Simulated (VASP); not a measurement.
Here is a VASP 6.6.1 calculation.

The input INCAR:

```
SYSTEM = Ba
PREC     = Accurate       ! precision mode
ENCUT    = 520            ! plane-wave cutoff, eV
EDIFF    = 1E-8           ! SCF threshold, eV
ISMEAR   = -1             ! smearing method
SIGMA    = 0.1            ! smearing width, eV
LREAL    = .FALSE.        ! projectors in reciprocal space
LASPH    = .TRUE.         ! aspherical terms in the spheres
NELM     = 80             ! most SCF steps
ALGO     = Normal         ! electronic algorithm
ISIF     = 2              ! what is computed and relaxed
LWAVE    = .FALSE.        ! write WAVECAR
LCHARG   = .TRUE.         ! write CHGCAR
GGA      = PS             ! functional
IVDW     = 12             ! dispersion correction
IBRION   = 6              ! ionic algorithm
NFREE    = 2            
POTIM    = 0.015          ! step
NSW      = 1              ! ionic steps
```

KPOINTS

```
Automatic mesh
0
G
  8 8 8
  0 0 0
```

The input POSCAR:

```
Ba
1.0
    3.9996500000      0.0000000000      0.0000000000
    0.0000000000      3.9996500000      0.0000000000
    0.0000000000      0.0000000000      3.6055390000
Ba
1
Direct
    0.5000000000      0.5000000000      0.5000000000
```

Potentials or basis: VASP PAW PBE potentials, release 64 (Ba_sv).

The run is started by

```bash
$ cat potpaw_PBE.64/Ba_sv/POTCAR > POTCAR
$ mpirun -np 1 vasp_std > vasp.out
```

(1) Estimate the dispersion energy per atom.

Results:

(1) -0.276 eV.
